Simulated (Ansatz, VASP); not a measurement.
**One calculation of HfO2, two programs**

```
Hf O
1.0
     5.11800    0.00000    0.00000
     0.00000    5.18570    0.00000
    -0.85866    0.00000    5.21387
Hf O
4 8
Cartesian
  1.2314 0.2059 1.0845
  3.4573 2.7987 1.5224
  3.0279 4.9798 4.1294
  0.8021 2.3870 3.6914
  1.8842 3.9313 2.5032
  2.8045 1.3384 0.1038
  2.3751 1.2544 2.7107
  1.4549 3.8473 5.1101
  0.0821 1.7196 1.8076
  4.6066 4.3124 0.7993
  4.1773 3.4661 3.4062
  -0.3473 0.8733 4.4146
```

Alike in both runs: task single point; functional PBE; k mesh 6 × 6 × 6; no spin polarisation.

|  | VASP | Ansatz |
| --- | --- | --- |
| version | VASP 6.6.1 | Ansatz 0.2.0 |
| potentials or method | VASP PAW PBE potentials, release 64 (Hf_pv, O) | plane waves, PAW |
| plane-wave cutoff (eV) | 520 | 420 |
| occupations | gaussian, width 0.01 eV | fixed |
| valence electrons in the cell | 88 | 152 |

```csv
,VASP,Ansatz,Ansatz less VASP
gap on the k mesh at the Fermi level (eV),4.11,4.15,+0.041
```

VASP's potentials hold 88 valence electrons a cell and Ansatz's 152, so a difference there can come from the potentials and not from the codes.

Spin-orbit coupling is off throughout.
